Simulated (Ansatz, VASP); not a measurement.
## Sn in VASP and in Ansatz

File INCAR:

```
  ALGO = Normal
  EDIFF = 1E-6
  ENCUT = 500
  GGA = PE
  GGA_COMPAT = False
  ISIF = 2
  ISMEAR = -1
  LASPH = True
  LCHARG = False
  LREAL = False
  LWAVE = False
  NBANDS = 13
  NELM = 120
  PREC = Accurate
  SIGMA = 0.2585199978643553
```

Contents of KPOINTS:

```
k-points
0
Gamma
  6 6 6
```

POSCAR

```
Sn
1.0
   -1.8946518192      1.8946518192      1.8946518192
    1.8946518192     -1.8946518192      1.8946518192
    1.8946518192      1.8946518192     -1.8946518192
Sn
1
Direct
    0.0000000000      0.0000000000      0.0000000000
```

Input for Ansatz:

```yaml
crystal:
  lattice:
    - [-1.8946518192, 1.8946518192, 1.8946518192]
    - [1.8946518192, -1.8946518192, 1.8946518192]
    - [1.8946518192, 1.8946518192, -1.8946518192]
  atoms:
    - { symbol: Sn, position: [0.0, 0.0, 0.0] }
basis:
  ecutwfc: "45 Ry"
kpoints:
  mp_grid: { grid: [6, 6, 6] }
hamiltonian:
  xc: pbe
scf:
  occupations: { method: fermi_dirac, width: "3000 K" }
  n_extra_bands: 5
output:
  forces: true
  stress: true
  eigenvalues: true
```

Alike in both runs: task single point; functional PBE; k mesh 6 × 6 × 6; no spin polarisation.

|  | VASP | Ansatz |
| --- | --- | --- |
| version | VASP 6.6.1 | Ansatz 0.2.0 |
| potentials or method | VASP PAW PBE potentials, release 64 (Sn_d), cutoff 500 eV | scalar-relativistic, plane waves, PAW |
| occupations | fermi-dirac, width 0.25852 eV | fermi-dirac |
| valence electrons in the cell | 14 | 14 |

```csv
,VASP,Ansatz,Ansatz less VASP
gap on the k mesh at the Fermi level (eV),none,none,-
pressure (GPa),0.9,0.9,+0.03
```

A gap of «none» marks a metal or a gap that the smearing closes.

The k mesh is coarse, so the values compare programs but aren't converged.
